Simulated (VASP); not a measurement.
Write the native input for VASP 6.6.1 that does the following.

| Property | Result |
| --- | --- |
| Task | single point |
| Functional | LDA |
| Potentials or basis | VASP PAW LDA potentials, release 64 (Se, W_sv) |
| Cutoff | 520 eV |
| k mesh | 9 × 9 × 1 |
| Occupations | gaussian, width 0.02 eV |
| Spin | no spin polarisation |
| Dipole correction | yes |
| Further INCAR settings | ALGO = Normal; EDIFF = 1e-06; NBANDS = 35 |

The structure of WSe2 lies in POSCAR:

```
WSe2
1.0
    3.2486364897      0.0000000000      0.0000000000
   -1.6243182448      2.8134017277      0.0000000000
    0.0000000000      0.0000000000     45.5260804632
Se W
4 2
Direct
    0.3333333333      0.6666666667      0.3932431839
    0.3333333333      0.6666666667      0.4664222409
    0.6666666667      0.3333333333      0.5335777591
    0.6666666667      0.3333333333      0.6067568161
    0.6666666667      0.3333333333      0.4297922536
    0.3333333333      0.6666666667      0.5702077464
```

The input as run:

INCAR

```
SYSTEM = WSe2
ALGO = Normal ; DIPOL = 0.5 0.5 0.500
EDIFF = 1E-6 ; ENCUT = 520
GGA = CA ; IDIPOL = 3
ISIF = 2 ; ISMEAR = 0
LASPH = .TRUE. ; LCHARG = .TRUE.
LDIPOL = .TRUE. ; LELF = .TRUE.
LREAL = .FALSE. ; LVACPOTAV = .TRUE.
LVHAR = .TRUE. ; LWAVE = .FALSE.
NBANDS = 35 ; NELM = 60
PREC = Accurate ; SIGMA = 0.02
```

KPOINTS

```
k-points
0
G
  9 9 1
  0 0 0
```

Potentials or basis: VASP PAW LDA potentials, release 64 (Se, W_sv).

Run with:

```bash
$ cat potpaw_LDA.64/Se/POTCAR potpaw_LDA.64/W_sv/POTCAR > POTCAR
$ mpirun -np 1 vasp_std > vasp.out
```

Results of the run:

| Property | Result |
| --- | --- |
| Largest force | 0.105 eV/Å |
| Band gap on the k mesh | 1.37 eV, indirect (least direct gap 1.69 eV) |
| Ionisation potential of the upper face | 5.21 eV |

Caveat: spin-orbit coupling is left out, which moves the levels of the heavy elements.

Wall time 2.9 min on 1 thread of Intel(R) Xeon(R) 6975P-C (Granite Rapids), with other jobs on the host, peak memory 0.44 GiB.
